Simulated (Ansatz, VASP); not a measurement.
## Two plane-wave programs on As

```
As
1.0
     2.70368    0.00000    0.00000
     0.00000    2.70368    0.00000
     0.00000    0.00000    2.70368
As
1
Direct
  0.50000 0.50000 0.50000
```

Alike in both runs: functional PBEsol; k mesh 6 × 6 × 6; occupations fermi-dirac, width 0.05 eV; no spin polarisation.

```csv
,VASP,Ansatz
version,VASP 6.6.1,Ansatz 0.2.0
potentials or method,"VASP PAW PBE potentials, release 64 (As)",Ansatz PAW
plane-wave cutoff (eV),520,420
valence electrons in the cell,5,15
task,single point,projected density of states
```

|  | VASP | Ansatz | Ansatz less VASP |
| --- | --- | --- | --- |
| gap on the k mesh at the Fermi level (eV) | none | none | - |
| pressure (GPa) | -0.7 | -1.0 | -0.26 |

VASP's potentials were made for PBE, not for PBEsol. A gap of «none» marks a metal or a gap that the smearing closes. VASP's potentials hold 5 valence electrons a cell and Ansatz's 15, so a difference there can come from the potentials and not from the codes.

The k mesh is coarse, so the values compare programs but aren't converged.
